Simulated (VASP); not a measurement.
# Sr (P6/mmm) in VASP: notebook

The runs below take Sr through single point, with PBEsol.

Everything below comes from runs of VASP 6.6.1. Logs are shortened: lines on timing, memory, paths and dates and some standing lists are left out, and cuts for length are marked.

**1. The cell of the first run**

The structure is hexagonal, space group P6/mmm (No. 191). Conventional cell: a = 10.988 Å, b = 10.988 Å, c = 4.421 Å, α = 90.00°, β = 90.00°, γ = 120.00°. Within 5.8 Å of Sr (site symmetry 6/mmm) lie 2 Sr at 4.42 Å.

**2. Single point, PBEsol**

The input, INCAR:

```
PREC = Accurate
ENCUT = 520
EDIFF = 1E-6
ISMEAR = 0
SIGMA = 0.03
LREAL = False
LASPH = True
NELM = 100
ALGO = Normal
ISIF = 2
LWAVE = False
LCHARG = True
GGA = PS
LELF = True
LVHAR = True
NBANDS = 11
```

The input, KPOINTS:

```
Automatic mesh
0
Gamma
  6 6 8
```

The input, POSCAR:

```
Sr
1.0
   10.9876299658      0.0000000000      0.0000000000
   -5.4938149829      9.5155666777      0.0000000000
    0.0000000000      0.0000000000      4.4211119100
Sr
1
Direct
    0.0000000000      0.0000000000      0.0000000000
```

Potentials or basis: VASP PAW PBE potentials, release 64 (Sr_sv).

On the command line:

```sh
$ cat potpaw_PBE.64/Sr_sv/POTCAR > POTCAR
$ mpirun -np 1 vasp_std > vasp.out
```

OUTCAR:

```text
PREC = Accurate
   ENCUT = 520
   EDIFF = 1E-6
   ISMEAR = 0
   LREAL = False
   LASPH = True
   NELM = 100
   ISIF = 2
   GGA = PS

 ion  position               nearest neighbor table
   1  0.000  0.000  0.000-

  LATTYP: Found a hexagonal cell.
 ALAT       =    10.9876299658
 C/A-ratio  =     0.4023717511

  Lattice vectors:

 A1 = (  10.9876299658,   0.0000000000,   0.0000000000)
 A2 = (  -5.4938149829,   9.5155666777,   0.0000000000)
 A3 = (   0.0000000000,   0.0000000000,   4.4211119100)

Analysis of symmetry for initial positions (statically):
=====================================================================
 Subroutine PRICEL returns:
 Original cell was already a primitive cell.

 Routine SETGRP: Setting up the symmetry group for a
 hexagonal supercell.

 Subroutine GETGRP returns: Found 24 space group operations
 (whereof 24 operations were pure point group operations)
 out of a pool of 24 trial point group operations.

The static configuration has the point symmetry D_6h.

Analysis of symmetry for dynamics (positions and initial velocities):
=====================================================================
 Subroutine PRICEL returns:
 Original cell was already a primitive cell.

 Routine SETGRP: Setting up the symmetry group for a
 hexagonal supercell.

 Subroutine GETGRP returns: Found 24 space group operations
 (whereof 24 operations were pure point group operations)
 out of a pool of 24 trial point group operations.

The dynamic configuration has the point symmetry D_6h.

 Subroutine INISYM returns: Found 24 space group operations
 (whereof 24 operations are pure point group operations),
 and found     1 'primitive' translations

----------------------------------------------------------------------------------------

                                     Primitive cell

  volume of cell :     462.2428

  direct lattice vectors                    reciprocal lattice vectors
    10.987629966  0.000000000  0.000000000     0.091011438  0.052545478  0.000000000
    -5.493814983  9.515566678  0.000000000     0.000000000  0.105090956  0.000000000
     0.000000000  0.000000000  4.421111910     0.000000000  0.000000000  0.226187443

  length of vectors
    10.987629966 10.987629966  4.421111910     0.105090956  0.105090956  0.226187443

  position of ions in fractional coordinates (direct lattice)
     0.000000000  0.000000000  0.000000000

  ion indices of the primitive-cell ions
   primitive index   ion index
                 1           1

----------------------------------------------------------------------------------------

 KPOINTS: Automatic mesh

Automatic generation of k-mesh.
 Grid dimensions read from file:
 generate k-points for:    6    6    8

 Generating k-lattice:

  Cartesian coordinates                     Fractional coordinates (reciprocal lattice)
     0.015168573  0.008757580  0.000000000     0.166666667 -0.000000000  0.000000000
     0.000000000  0.017515159  0.000000000     0.000000000  0.166666667  0.000000000
     0.000000000  0.000000000  0.028273430     0.000000000  0.000000000  0.125000000

  Length of vectors
     0.017515159  0.017515159  0.028273430

  Shift w.r.t. Gamma in fractional coordinates (k-lattice)
     0.000000000  0.000000000  0.000000000

 Subroutine IBZKPT returns following result:
 ===========================================

 Found     35 irreducible k-points:

 Following reciprocal coordinates:
            Coordinates               Weight
  0.000000  0.000000  0.000000      1.000000
  0.166667  0.000000  0.000000      6.000000
  0.333333  0.000000  0.000000      6.000000
  0.500000  0.000000  0.000000      3.000000
  0.166667  0.166667  0.000000      6.000000
  0.333333  0.166667  0.000000     12.000000
[... 16 lines left out ...]
  0.166667  0.000000  0.375000     12.000000
  0.333333  0.000000  0.375000     12.000000
 [... further k-points ...]
   k-points           NKPTS =     35   k-points in BZ     NKDIM =     35   number of bands    NBANDS=     11
   number of dos      NEDOS =    301   number of ions     NIONS =      1
   total plane-waves  NPLWV = 254016
   dimension x,y,z NGX =    84 NGY =   84 NGZ =   36
   dimension x,y,z NGXF=   168 NGYF=  168 NGZF=   72
   ions per type =               1
   NGX,Y,Z   is equivalent  to a cutoff of  12.71, 12.71, 13.54 a.u.
   NGXF,Y,Z  is equivalent  to a cutoff of  25.42, 25.42, 27.07 a.u.
 SYSTEM =  unknown system
   PREC   = accura    normal or accurate (medium, high low for compatibility)
   ISTART =      0    job   : 0-new  1-cont  2-samecut
   ICHARG =      2    charge: 1-file 2-atom 10-const
   ISPIN  =      1    spin polarized calculation?
   LNONCOLLINEAR =      F non collinear calculations
   LSORBIT =      F    spin-orbit coupling
   LASPH  =      T    aspherical Exc in radial PAW
   ENCUT  =  520.0 eV  38.22 Ry    6.18 a.u.  20.43 20.43  8.22*2*pi/ulx,y,z
   NELM   =    100;   NELMIN=  2; NELMDL= -5     # of ELM steps
   EDIFF  = 0.1E-05   stopping-criterion for ELM
   LREAL  =      F    real-space projection
   EDIFFG = 0.1E-04   stopping-criterion for IOM
   NSW    =      0    number of steps for IOM
   IBRION =     -1    ionic relax: 0-MD 1-quasi-New 2-CG
   NFREE  =      0    steps in history (QN), initial steepest desc. (CG)
   ISIF   =      2    stress and relaxation
   ISYM   =      2    0-nonsym 1-usesym 2-fastsym
   POTIM  = 0.5000    time-step for ionic-motion
   TEBEG  =    0.0;   TEEND  =   0.0 temperature during run
   PSTRESS=    0.0 pullay stress
   NELECT =      10.0000    total number of electrons
   NUPDOWN=      -1.0000    fix difference up-down
   EMIN   =  10.00;   EMAX   =-10.00  energy-range for DOS
   EFERMI =   0.00;   METHOD = LEGACY
   ISMEAR =     0;   SIGMA  =   0.03  broadening in eV -4-tet -1-fermi 0-gaus
   EFERMI_NEDOS =   21; number of points for ismear=-14 and -15
   IALGO  =     38    algorithm
   IMIX   =      4    mixing-type and parameters
     AMIX     =   0.40;   BMIX     =  1.00
     AMIX_MAG =   1.60;   BMIX_MAG =  1.00
  volume/ion in A,a.u.               =     462.24      3119.37
  Fermi-wavevector in a.u.,A,eV,Ry     =   0.456161  0.862019  2.831138  0.208083
  Thomas-Fermi vector in A             =   1.440167
   LORBIT       =      0    0 simple, 1 ext, 2 COOP (PROOUT), +10 PAW based schemes
   GGA     = PS    functional components
   LHFCALC =     F    Hartree Fock is set to
   AEXX    =    0.0000 exact exchange contribution
   IVDW    =     0    specifies the selected vdW correction
   LEPSILON=     F    determine dielectric tensor
   LRPA    =     F    only Hartree local field effects (RPA)
 non-spin polarized calculation
 Gauss-broadening in eV      SIGMA  =   0.03
  energy-cutoff  :      520.00
  volume of cell :      462.24
 maximum number of plane-waves:     12556
 NGX is ok and might be reduce to    84
   NGX = 41   NGY = 41   NGZ = 17

 number of electron      10.0000000 magnetization

 Free energy of the ion-electron system (eV)
  ---------------------------------------------------
  ext. energy  EPLUGINS =         0.00000000
  ---------------------------------------------------
  free energy    TOTEN  =        -0.30168055 eV

  energy without entropy =       -0.30168055  energy(sigma->0) =       -0.30168055

 E-fermi :  -1.5279     XC(G=0):  -2.1604

 val. band max:       -1.6751775739   @ k =   0.3333   0.3333   0.5000
 cond. band min:      -1.3516453597   @ k =   0.0000   0.0000   0.5000
 fundamental gap:      0.3235322142
 Fermi energy:        -1.5279387766

 k-point     1 :       0.0000    0.0000    0.0000
  band No.  band energies     occupation
      1     -39.8632      2.00000
      2     -21.8484      2.00000
      3     -21.8484      2.00000
      4     -21.7020      2.00000
      5      -3.7292      2.00000
      6      -1.0998      0.00000
      7      -1.0620      0.00000
      8      -1.0620      0.00000
      9      -0.7085      0.00000
     10      -0.7085      0.00000
     11       0.4560      0.00000

 k-point     2 :       0.1667    0.0000    0.0000
  band No.  band energies     occupation
      1     -39.8632      2.00000
      2     -21.8484      2.00000
      3     -21.8484      2.00000
      4     -21.7019      2.00000
      5      -3.7273      2.00000
      6      -1.1449      0.00000
      7      -1.0730      0.00000
      8      -1.0465      0.00000
      9      -0.7106      0.00000
     10      -0.6954      0.00000
     11       0.5444      0.00000

 k-point     3 :       0.3333    0.0000    0.0000
  band No.  band energies     occupation
      1     -39.8632      2.00000
      2     -21.8484      2.00000
      3     -21.8484      2.00000
      4     -21.7019      2.00000
      5      -3.7236      2.00000
      6      -1.2070      0.00000
      7      -1.0927      0.00000
      8      -1.0390      0.00000
      9      -0.7159      0.00000
     10      -0.6715      0.00000
     11       0.6191      0.00000

 k-point     4 :       0.5000    0.0000    0.0000
  band No.  band energies     occupation
      1     -39.8632      2.00000
      2     -21.8484      2.00000
      3     -21.8484      2.00000
      4     -21.7019      2.00000
      5      -3.7218      2.00000
      6      -1.2335      0.00000
      7      -1.1018      0.00000
      8      -1.0379      0.00000
      9      -0.7190      0.00000
     10      -0.6604      0.00000
     11       0.6181      0.00000
[... 239 lines left out ...]
 k-point    22 :       0.0000    0.0000    0.3750
  band No.  band energies     occupation
      1     -39.8610      2.00000
      2     -21.8433      2.00000
      3     -21.8433      2.00000
      4     -21.7581      2.00000
      5      -2.3661      2.00000
      6      -1.1333      0.00000
      7      -1.1333      0.00000
      8      -0.8531      0.00000
      9      -0.2700      0.00000
     10      -0.2700      0.00000
     11       0.6124      0.00000

 k-point    23 :       0.1667    0.0000    0.3750
  band No.  band energies     occupation
      1     -39.8610      2.00000
      2     -21.8433      2.00000
      3     -21.8433      2.00000
      4     -21.7581      2.00000
      5      -2.3632      2.00000
      6      -1.1389      0.00000
      7      -1.1346      0.00000
      8      -0.8510      0.00000
      9      -0.2708      0.00000
     10      -0.2656      0.00000
     11       0.5409      0.00000

 k-point    24 :       0.3333    0.0000    0.3750
  band No.  band energies     occupation
      1     -39.8610      2.00000
      2     -21.8433      2.00000
      3     -21.8433      2.00000
      4     -21.7581      2.00000
      5      -2.3573      2.00000
      6      -1.1502      0.00000
      7      -1.1372      0.00000
      8      -0.8468      0.00000
      9      -0.2724      0.00000
     10      -0.2568      0.00000
     11       0.4376      0.00000

 [... further k-points ...]

------------------------ aborting loop because EDIFF is reached ----------------------------------------

  FORCE on cell =-STRESS in cart. coord.  units (eV):
  Direction    XX          YY          ZZ          XY          YZ          ZX
  --------------------------------------------------------------------------------------
  -------------------------------------------------------------------------------------
  Total       -0.0049439     -0.0049439      0.1749231     -0.0000000     -0.0000000      0.0000000
  in kB       -0.0171360     -0.0171360      0.6063001     -0.0000000     -0.0000000      0.0000000
  external PRESSURE =       0.1906761 kB  Pullay stress =       0.0000000 kB

 VOLUME and BASIS-vectors are now :
 -----------------------------------------------------------------------------
  energy-cutoff  :      520.00
  volume of cell :      462.24
      direct lattice vectors                 reciprocal lattice vectors
    10.987629966  0.000000000  0.000000000     0.091011438  0.052545478  0.000000000
    -5.493814983  9.515566678  0.000000000     0.000000000  0.105090956  0.000000000
     0.000000000  0.000000000  4.421111910     0.000000000  0.000000000  0.226187443

 POSITION                                       TOTAL-FORCE (eV/Angst)
 -----------------------------------------------------------------------------------
      0.00000      0.00000      0.00000        -0.000000      0.000000      0.000000
 -----------------------------------------------------------------------------------
    total drift:                                0.000000      0.000000      0.000000

  FREE ENERGIE OF THE ION-ELECTRON SYSTEM (eV)
  ---------------------------------------------------
  free  energy   TOTEN  =        -0.3016805479 eV

  energy  without entropy=       -0.3016805479  energy(sigma->0) =       -0.30168055
```

It took 7.6 min on 1 thread of Oxide Virtual Turin-like, shared host; peak memory 0.61 GiB.

Results:

```
Free energy            : -0.3017 eV
Pressure               : 0.0 GPa
Band gap on the k mesh : 0.32 eV, indirect (least direct gap 0.33 eV)
```

Caveat: the PAW data sets were made with another functional, which shifts forces and pressure a little. A k mesh can miss the band edges.

**3. Single point, PBEsol**

The input, INCAR:

```
SYSTEM = Sr
PREC     = Accurate       ! precision mode
ENCUT    = 520            ! plane-wave cutoff, eV
EDIFF    = 1E-6           ! SCF threshold, eV
ISMEAR   = 0              ! smearing method
SIGMA    = 0.03           ! smearing width, eV
LREAL    = .FALSE.        ! projectors in reciprocal space
LASPH    = .TRUE.         ! aspherical terms in the spheres
NELM     = 100            ! most SCF steps
ALGO     = Normal         ! electronic algorithm
ISIF     = 2              ! what is computed and relaxed
LWAVE    = .FALSE.        ! write WAVECAR
LCHARG   = .FALSE.        ! write CHGCAR
GGA      = PS             ! functional
NBANDS   = 11             ! bands
```

The input, KPOINTS:

```
regular mesh
0
G
  6 6 8
  0 0 0
```

POSCAR is that of step 2.

Potentials or basis: VASP PAW PBE potentials, release 64 (Sr_sv).

On the command line:

```sh
$ cat potpaw_PBE.64/Sr_sv/POTCAR > POTCAR
$ mpirun -np 1 vasp_std > vasp.out
```

It took 5.9 min on 1 thread of Oxide Virtual Turin-like, shared host; peak memory 0.61 GiB.

The run converged. Its results:

- Free energy: -0.3017 eV
- Pressure: 0.0 GPa
- Band gap on the k mesh: 0.32 eV, indirect (least direct gap 0.33 eV)

Levels at points of the mesh, in eV from the valence-band top:
```tsv
k point	band 2	band 3	band 4	band 5	band 6	band 7	band 8	band 9
(0.00, 0.00, 0.00)	-20.17	-20.17	-20.03	-2.05	0.58	0.61	0.61	0.97
(0.50, 0.00, 0.00)	-20.17	-20.17	-20.03	-2.05	0.44	0.57	0.64	0.96
(0.00, 0.00, 0.50)	-20.17	-20.17	-20.09	-0.01	0.32	0.51	0.51	1.50
(0.50, 0.00, 0.50)	-20.17	-20.17	-20.09	0.00	0.33	0.50	0.50	1.50
```

Caveat: the PAW data sets were made with another functional, which shifts forces and pressure a little. A k mesh can miss the band edges.
